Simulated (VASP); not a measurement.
Input of a VASP 6.6.1 run:

Contents of INCAR:

```
SYSTEM = Ca
ALGO = Fast
EDIFF = 1E-6
ENCUT = 520
GGA = PS
ISIF = 2
ISMEAR = 0
LASPH = .True.
LCHARG = .False.
LREAL = .False.
LWAVE = .False.
NBANDS = 17
NELM = 60
PREC = Accurate
SIGMA = 0.1
```

File KPOINTS:

```
k-points
0
Gamma
  10 10 6
  0 0 0
```

POSCAR

```
Ca
1.0
    4.2188392918     -0.1591999808      0.0000000000
   -2.2472908736      3.6631489402      0.0000000000
    0.0000000000      0.0000000000      6.6901068000
Ca
2
Direct
    0.2657989841      0.6099878761      0.2500000000
    0.7342010159      0.3900121239      0.7500000000
```

Potentials or basis: VASP PAW PBE potentials, release 64 (Ca_sv).

Command:

```sh
$ cat potpaw_PBE.64/Ca_sv/POTCAR > POTCAR
$ mpirun -np 1 vasp_std > vasp.out
```

Question: Estimate the largest force.

Answer: 0.228 eV/Å.

Question: What does it give for the pressure?

Answer: -2.5 GPa.

Question: Estimate the band gap on the k mesh.

Answer: Zero (bands 10 and 11 overlap by 0.46 eV).

Stress tensor (GPa, compression positive):
```
-2.61  0.85  0.00
 0.85 -3.11  0.00
 0.00  0.00 -1.84
```

Caveat: the cell differs from its parent crystal (strained and its atoms moved); the PAW data sets were made with another functional, which shifts forces and pressure a little.
